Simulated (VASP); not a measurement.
# BN (Cm) in VASP: further runs

BN is run at these levels: r2SCAN; tasks: single point.

All numbers are computed with VASP 6.6.1; they aren't measurements. Logs are shortened: lines on timing, memory, paths and dates and some standing lists are left out, and cuts for length are marked.

### Step 1. The cell of the first run

Symmetry: Cm, No. 8, monoclinic system. Conventional cell: a = 4.441 Å, b = 2.564 Å, c = 2.564 Å, α = 90.00°, β = 125.26°, γ = 90.00°. B (site symmetry m) has 4 N at 1.50 to 1.64 Å within 2.0 Å. N (site symmetry m) has 4 B at 1.50 to 1.64 Å within 2.0 Å.

### Step 2. Single point, r2SCAN (all B atoms moved +0.087 Å, as atom 1 along Cartesian [1 -1 0])

Input file POSCAR:

```
BN
1.0
    0.0000000000      1.8130010000      1.8130010000
    1.8130010000      0.0000000000      1.8130010000
    1.8130010000      1.8130010000      0.0000000000
B N
1 1
Direct
   -0.0341267563      0.0341267563      0.0000000000
    0.7500000000      0.7500000000      0.7500000000
```

Input file INCAR.step1:

```
SYSTEM = BN
PREC = Accurate ; ENCUT = 1460
ISMEAR = 0 ; SIGMA = 0.05
LREAL = .False. ; LASPH = .True.
NELM = 120 ; NBANDS = 11
GGA = PE ; ALGO = Normal
EDIFF = 1E-5 ; LWAVE = .True.
LCHARG = .False. ; GGA_COMPAT = .False.
```

Input file INCAR.step2:

```
SYSTEM = BN
PREC = Accurate ; ENCUT = 1460
EDIFF = 1E-6 ; ISMEAR = 0
SIGMA = 0.05 ; LREAL = .False.
LASPH = .True. ; NELM = 120
ALGO = Normal ; ISIF = 2
LWAVE = .False. ; LCHARG = .True.
METAGGA = R2SCAN ; LMIXTAU = .True.
LELF = .True. ; LVHAR = .True.
NBANDS = 11 ; ISTART = 1
GGA_COMPAT = .False.
```

Input file KPOINTS:

```
regular mesh
0
Gamma
  12 12 12
  0 0 0
```

Potentials or basis: VASP PAW PBE potentials, release 64 (B_h, N_h).

Command:

```bash
$ cat potpaw_PBE.64/B_h/POTCAR potpaw_PBE.64/N_h/POTCAR > POTCAR
$ cp INCAR.step1 INCAR
$ mpirun -np 1 vasp_std > vasp.out
$ cp INCAR.step2 INCAR
$ mpirun -np 1 vasp_std > vasp.out
```

OUTCAR:

```text
SYSTEM = BN
   PREC = Accurate
   ENCUT = 1460
   EDIFF = 1E-6
   ISMEAR = 0
   LREAL = .False.
   LASPH = .True.
   NELM = 120
   ISIF = 2
   METAGGA = R2SCAN
   ISTART = 1

 ion  position               nearest neighbor table
   1  0.966  0.034  0.000-
   2  0.750  0.750  0.750-

  LATTYP: Found a face centered cubic cell.
 ALAT       =     3.6260020000

  Lattice vectors:

 A1 = (   0.0000000000,   1.8130010000,   1.8130010000)
 A2 = (   1.8130010000,   0.0000000000,   1.8130010000)
 A3 = (   1.8130010000,   1.8130010000,   0.0000000000)

Analysis of symmetry for initial positions (statically):
=====================================================================
 Subroutine PRICEL returns:
 Original cell was already a primitive cell.

 Routine SETGRP: Setting up the symmetry group for a
 face centered cubic supercell.

 Subroutine GETGRP returns: Found  2 space group operations
 (whereof  2 operations were pure point group operations)
 out of a pool of 48 trial point group operations.

The static configuration has the point symmetry C_1h.

Analysis of symmetry for dynamics (positions and initial velocities):
=====================================================================
 Subroutine PRICEL returns:
 Original cell was already a primitive cell.

 Routine SETGRP: Setting up the symmetry group for a
 face centered cubic supercell.

 Subroutine GETGRP returns: Found  2 space group operations
 (whereof  2 operations were pure point group operations)
 out of a pool of 48 trial point group operations.

The dynamic configuration has the point symmetry C_1h.

 Subroutine INISYM returns: Found  2 space group operations
 (whereof  2 operations are pure point group operations),
 and found     1 'primitive' translations

----------------------------------------------------------------------------------------

                                     Primitive cell

  volume of cell :      11.9186

  direct lattice vectors                    reciprocal lattice vectors
     0.000000000  1.813001000  1.813001000    -0.275785838  0.275785838  0.275785838
     1.813001000  0.000000000  1.813001000     0.275785838 -0.275785838  0.275785838
     1.813001000  1.813001000  0.000000000     0.275785838  0.275785838 -0.275785838

  length of vectors
     2.563970603  2.563970603  2.563970603     0.477675083  0.477675083  0.477675083

  position of ions in fractional coordinates (direct lattice)
     0.965873244  0.034126756  0.000000000
     0.750000000  0.750000000  0.750000000

  ion indices of the primitive-cell ions
   primitive index   ion index
                 1           1
                 2           2

----------------------------------------------------------------------------------------

 KPOINTS: regular mesh

Automatic generation of k-mesh.
 Grid dimensions read from file:
 generate k-points for:   12   12   12

 Generating k-lattice:

  Cartesian coordinates                     Fractional coordinates (reciprocal lattice)
    -0.022982153  0.022982153  0.022982153     0.083333333  0.000000000  0.000000000
     0.022982153 -0.022982153  0.022982153     0.000000000  0.083333333  0.000000000
     0.022982153  0.022982153 -0.022982153     0.000000000  0.000000000  0.083333333

  Length of vectors
     0.039806257  0.039806257  0.039806257

  Shift w.r.t. Gamma in fractional coordinates (k-lattice)
     0.000000000  0.000000000  0.000000000

 Subroutine IBZKPT returns following result:
 ===========================================

 Found    476 irreducible k-points:

 Following reciprocal coordinates:
            Coordinates               Weight
  0.000000  0.000000  0.000000      1.000000
  0.083333  0.000000  0.000000      2.000000
  0.000000  0.083333  0.000000      2.000000
  0.000000  0.000000  0.083333      4.000000
  0.166667  0.000000  0.000000      2.000000
  0.000000  0.166667  0.000000      2.000000
[... 16 lines left out ...]
  0.000000  0.166667  0.083333      4.000000
  0.083333  0.000000  0.166667      4.000000
 [... further k-points ...]
   k-points           NKPTS =    476   k-points in BZ     NKDIM =    476   number of bands    NBANDS=     11
   number of dos      NEDOS =    301   number of ions     NIONS =      2
   total plane-waves  NPLWV =  32768
   dimension x,y,z NGX =    32 NGY =   32 NGZ =   32
   dimension x,y,z NGXF=    64 NGYF=   64 NGZF=   64
   ions per type =               1   1
   NGX,Y,Z   is equivalent  to a cutoff of  20.75, 20.75, 20.75 a.u.
   NGXF,Y,Z  is equivalent  to a cutoff of  41.50, 41.50, 41.50 a.u.
 SYSTEM =  BN
   PREC   = accura    normal or accurate (medium, high low for compatibility)
   ISTART =      1    job   : 0-new  1-cont  2-samecut
   ICHARG =      0    charge: 1-file 2-atom 10-const
   ISPIN  =      1    spin polarized calculation?
   LNONCOLLINEAR =      F non collinear calculations
   LSORBIT =      F    spin-orbit coupling
   LASPH  =      T    aspherical Exc in radial PAW
   ENCUT  = 1460.0 eV 107.31 Ry   10.36 a.u.   7.99  7.99  7.99*2*pi/ulx,y,z
   NELM   =    120;   NELMIN=  2; NELMDL=  0     # of ELM steps
   EDIFF  = 0.1E-05   stopping-criterion for ELM
   LREAL  =      F    real-space projection
   EDIFFG = 0.1E-04   stopping-criterion for IOM
   NSW    =      0    number of steps for IOM
   IBRION =     -1    ionic relax: 0-MD 1-quasi-New 2-CG
   NFREE  =      0    steps in history (QN), initial steepest desc. (CG)
   ISIF   =      2    stress and relaxation
   ISYM   =      2    0-nonsym 1-usesym 2-fastsym
   POTIM  = 0.5000    time-step for ionic-motion
   TEBEG  =    0.0;   TEEND  =   0.0 temperature during run
   PSTRESS=    0.0 pullay stress
   NELECT =       8.0000    total number of electrons
   NUPDOWN=      -1.0000    fix difference up-down
   EMIN   =  10.00;   EMAX   =-10.00  energy-range for DOS
   EFERMI =   0.00;   METHOD = LEGACY
   ISMEAR =     0;   SIGMA  =   0.05  broadening in eV -4-tet -1-fermi 0-gaus
   EFERMI_NEDOS =   21; number of points for ismear=-14 and -15
   IALGO  =     38    algorithm
   IMIX   =      4    mixing-type and parameters
     AMIX     =   0.40;   BMIX     =  1.00
     AMIX_MAG =   1.60;   BMIX_MAG =  1.00
  volume/ion in A,a.u.               =       5.96        40.22
  Fermi-wavevector in a.u.,A,eV,Ry     =   1.433387  2.708709 27.954506  2.054598
  Thomas-Fermi vector in A             =   2.552911
   LORBIT       =      0    0 simple, 1 ext, 2 COOP (PROOUT), +10 PAW based schemes
   METAGGA = R2SCAN    functional components
   LHFCALC =     F    Hartree Fock is set to
   AEXX    =    0.0000 exact exchange contribution
   IVDW    =     0    specifies the selected vdW correction
   LEPSILON=     F    determine dielectric tensor
   LRPA    =     F    only Hartree local field effects (RPA)
 non-spin polarized calculation
 Gauss-broadening in eV      SIGMA  =   0.05
  energy-cutoff  :     1460.00
  volume of cell :       11.92
 maximum number of plane-waves:      1540
   NGX = 15   NGY = 15   NGZ = 15

 number of electron       8.0000000 magnetization

 Free energy of the ion-electron system (eV)
  ---------------------------------------------------
  ext. energy  EPLUGINS =         0.00000000
  ---------------------------------------------------
  free energy    TOTEN  =       -19.11059011 eV

  energy without entropy =      -19.11059011  energy(sigma->0) =      -19.11059011

 E-fermi :   9.8259     XC(G=0): -13.7064

 val. band max:        9.5147437048   @ k =   0.0000   0.0000   0.0000
 cond. band min:      13.6763819943   @ k =   0.5000   0.5000   0.0000
 fundamental gap:      4.1616382895
 Fermi energy:         9.8258801615

 k-point     1 :       0.0000    0.0000    0.0000
  band No.  band energies     occupation
      1     -12.3880      2.00000
      2       7.9326      2.00000
      3       8.8326      2.00000
      4       9.5147      2.00000
      5      17.8042      0.00000
      6      18.2262      0.00000
      7      18.9685      0.00000
      8      19.7835      0.00000
      9      34.6790      0.00000
     10      37.3792      0.00000
     11      37.3986      0.00000

 k-point     2 :       0.0833    0.0000    0.0000
  band No.  band energies     occupation
      1     -12.2135      2.00000
      2       7.7285      2.00000
      3       8.5129      2.00000
      4       8.6745      2.00000
      5      18.1988      0.00000
      6      18.4308      0.00000
      7      19.2793      0.00000
      8      20.2166      0.00000
      9      34.4875      0.00000
     10      35.4744      0.00000
     11      35.5859      0.00000

 k-point     3 :       0.0000    0.0833    0.0000
  band No.  band energies     occupation
      1     -12.2161      2.00000
      2       7.1223      2.00000
      3       8.6177      2.00000
      4       9.2921      2.00000
      5      18.0610      0.00000
      6      18.5968      0.00000
      7      18.8870      0.00000
      8      20.6092      0.00000
      9      34.4461      0.00000
     10      35.0849      0.00000
     11      35.1772      0.00000

 k-point     4 :       0.0000    0.0000    0.0833
  band No.  band energies     occupation
      1     -12.2147      2.00000
      2       7.4970      2.00000
      3       8.2130      2.00000
      4       9.2764      2.00000
      5      17.9416      0.00000
      6      18.4867      0.00000
      7      19.3388      0.00000
      8      20.3647      0.00000
      9      34.4156      0.00000
     10      35.2421      0.00000
     11      35.4809      0.00000
[... 239 lines left out ...]
 k-point    22 :       0.1667    0.0833    0.0000
  band No.  band energies     occupation
      1     -11.7544      2.00000
      2       6.7845      2.00000
      3       7.4849      2.00000
      4       7.7524      2.00000
      5      17.8612      0.00000
      6      19.6206      0.00000
      7      20.3121      0.00000
      8      21.0660      0.00000
      9      31.0712      0.00000
     10      35.7136      0.00000
     11      36.7620      0.00000

 k-point    23 :       0.0000    0.1667    0.0833
  band No.  band energies     occupation
      1     -11.7601      2.00000
      2       5.8429      2.00000
      3       7.8960      2.00000
      4       8.4260      2.00000
      5      17.9136      0.00000
      6      19.5882      0.00000
      7      19.8378      0.00000
      8      21.7375      0.00000
      9      30.8302      0.00000
     10      35.5030      0.00000
     11      35.9748      0.00000

 k-point    24 :       0.0833    0.0000    0.1667
  band No.  band energies     occupation
      1     -11.7585      2.00000
      2       6.1792      2.00000
      3       7.2131      2.00000
      4       8.7759      2.00000
      5      17.7978      0.00000
      6      19.1853      0.00000
      7      20.4384      0.00000
      8      21.5977      0.00000
      9      30.9016      0.00000
     10      35.4939      0.00000
     11      36.2227      0.00000

 [... further k-points ...]
[... 5 lines left out ...]
  --------------------------------------------------------------------------------------
  -------------------------------------------------------------------------------------
  Total       -0.2615651     -0.2615651     -0.2296983     -0.1783999     -0.0166758      0.0166766
  in kB      -35.1614136    -35.1614136    -30.8776494    -23.9817604     -2.2416811      2.2417902
  external PRESSURE =     -33.7334922 kB  Pullay stress =       0.0000000 kB

 VOLUME and BASIS-vectors are now :
 -----------------------------------------------------------------------------
  energy-cutoff  :     1460.00
  volume of cell :       11.92
      direct lattice vectors                 reciprocal lattice vectors
     0.000000000  1.813001000  1.813001000    -0.275785838  0.275785838  0.275785838
     1.813001000  0.000000000  1.813001000     0.275785838 -0.275785838  0.275785838
     1.813001000  1.813001000  0.000000000     0.275785838  0.275785838 -0.275785838

 POSITION                                       TOTAL-FORCE (eV/Angst)
 -----------------------------------------------------------------------------------
      0.06187      1.75113      1.81300        -1.463070      1.463070     -0.360901
      2.71950      2.71950      2.71950         1.463070     -1.463070      0.360901
 -----------------------------------------------------------------------------------
    total drift:                                0.000777     -0.000777     -0.001042

  FREE ENERGIE OF THE ION-ELECTRON SYSTEM (eV)
  ---------------------------------------------------
  free  energy   TOTEN  =       -19.1105901123 eV

  energy  without entropy=      -19.1105901123  energy(sigma->0) =      -19.11059011
```

Run time: 5 min. Hardware: 1 thread of Intel Xeon Platinum 8559C (Emerald Rapids), shared host; peak memory 0.39 GiB.

Results:

```
Free energy            : -19.1106 eV
Pressure               : -3.4 GPa
Largest force          : 2.100 eV/Å
Band gap on the k mesh : 4.16 eV (least direct gap 8.29 eV)
```

Forces in eV/Å, atoms in the order of the input:
```
B   -1.463  1.463 -0.361
N    1.463 -1.463  0.361
```

Levels at points of the mesh, in eV from the valence-band top:
| k point | band 1 | band 2 | band 3 | band 4 | band 5 | band 6 | band 7 | band 8 | band 9 |
| --- | --- | --- | --- | --- | --- | --- | --- | --- | --- |
| (0.00, 0.00, 0.00) | -21.90 | -1.58 | -0.68 | 0.00 | 8.29 | 8.71 | 9.45 | 10.27 | 25.16 |
| (0.50, 0.00, 0.00) | -17.65 | -11.50 | -3.29 | -2.44 | 9.74 | 9.81 | 11.34 | 15.12 | 24.43 |
| (0.00, 0.50, 0.00) | -17.69 | -11.92 | -2.94 | -2.20 | 9.69 | 10.56 | 11.70 | 15.95 | 23.25 |
| (0.00, 0.00, 0.50) | -17.67 | -11.71 | -3.38 | -2.01 | 9.18 | 10.10 | 12.14 | 15.56 | 23.92 |
| (0.50, 0.50, 0.00) | -16.28 | -10.01 | -5.76 | -5.65 | 4.16 | 8.84 | 18.42 | 18.83 | 21.27 |
| (0.00, 0.50, 0.50) | -16.26 | -9.99 | -6.03 | -5.48 | 4.22 | 8.95 | 18.05 | 19.08 | 21.13 |

Caveat: the cell differs from its parent crystal (all B atoms moved +0.087 Å, as atom 1 along Cartesian [1 -1 0]); the cell stands under tension; the PAW data sets were made with another functional, which shifts forces and pressure a little.

(Continued in part 2 of 2.)
